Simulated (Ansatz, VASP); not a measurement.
## One calculation of NiO, two programs

```
CELL_PARAMETERS angstrom
2.82073 0.00000 0.00000
-1.41037 2.44283 0.00000
0.00000 0.00000 5.00236
ATOMIC_POSITIONS crystal
O 0.33333 0.66667 0.25000
O 0.66667 0.33333 0.75000
Ni 0.00000 0.00000 0.00000
Ni 0.00000 0.00000 0.50000
```

Alike in both runs: functional PBEsol; k mesh 6 × 6 × 6; occupations gaussian, width 0.1 eV; collinear spin.

Ansatz relaxed the structure, and its values are those at the end. VASP's run is a single point on that final structure, the one shown.

|  | VASP | Ansatz |
| --- | --- | --- |
| version | VASP 6.6.1 | Ansatz 0.2.0 |
| potentials or method | VASP PAW PBE potentials, release 64 (O, Ni), cutoff 520 eV | scalar-relativistic, plane waves, PAW |
| valence electrons in the cell | 32 | 48 |

```tsv
	VASP	Ansatz	Ansatz less VASP
gap on the k mesh at the Fermi level (eV)	none	none	-
pressure (GPa)	0.3	0.0	-0.26
net moment per atom (μB)	0.12	0.13	+0.011
size of the moment on the site where the two differ most (μB)	0.20	0.21	+0.016
```

VASP's potentials were made for PBE, not for PBEsol. Site moments also hang on the region over which each program counts them. A gap of «none» marks a metal or a gap that the smearing closes. With one functional, cell and mesh, what is left measures potentials, basis and numerics. VASP's potentials hold 32 valence electrons a cell and Ansatz's 48, so a difference there can come from the potentials and not from the codes. Ansatz's warnings: seeded moment not kept.

The k mesh is coarse, so the values compare programs but aren't converged.
